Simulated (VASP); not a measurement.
The system is Re.

```
Re
1.0
     2.77489    0.00000    0.00000
    -1.38744    2.40312    0.00000
     0.00000    0.00000    4.48413
Re
2
Cartesian
  0.0000 1.6021 1.1210
  1.3874 0.8010 3.3631
```

| Quantity | Value |
| --- | --- |
| Program | VASP 6.6.1 |
| Task | relaxation of cell and atoms |
| Functional | PBE |
| Dispersion | D3(BJ) |
| Potentials or basis | VASP PAW PBE potentials, release 64 (Re) |
| Cutoff | 600 eV |
| k mesh | 18 × 18 × 10 |
| Occupations | gaussian, width 0.1 eV |
| Spin | no spin polarisation |

At the start: pressure -7.6 GPa; volume 14.95 Å³/atom.

Question: Where does the relaxation end?

Answer: Over 7 steps the energy falls by 7.2 meV/atom and the volume is 14.65 Å³/atom (-2.0 %); space group P6_3/mmc (No. 194, to 0.05 Å).

The path:
| step | energy change (eV) | largest force (eV/Å) | pressure (GPa) | volume (Å³) |
| --- | --- | --- | --- | --- |
| 1 | 0.0000 | 0.0000 | -7.56 | 29.90 |
| 2 | 0.2538 | 0.0000 | 39.44 | 26.95 |
| 3 | -0.0144 | 0.0000 | -0.33 | 29.33 |
| 4 | -0.0144 | 0.0000 | 0.10 | 29.30 |
| 5 | -0.0144 | 0.0000 | -0.45 | 29.34 |
| 6 | -0.0144 | 0.0000 | -0.06 | 29.31 |
| 7 | -0.0144 | 0.0000 | -0.03 | 29.31 |

Final structure:
```cif
data_structure
_symmetry_space_group_name_H-M 'P 1'
_symmetry_Int_Tables_number 1
_cell_length_a 2.7565
_cell_length_b 2.7565
_cell_length_c 4.4537
_cell_angle_alpha 90.000
_cell_angle_beta 90.000
_cell_angle_gamma 120.000
_cell_volume 29.31
loop_
_atom_site_label
_atom_site_type_symbol
_atom_site_fract_x
_atom_site_fract_y
_atom_site_fract_z
_atom_site_occupancy
Re1 Re 0.33333 0.66667 0.25000 1
Re2 Re 0.66667 0.33333 0.75000 1
```

Caveat: pairwise dispersion overbinds metals, which lowers pressure and volume.
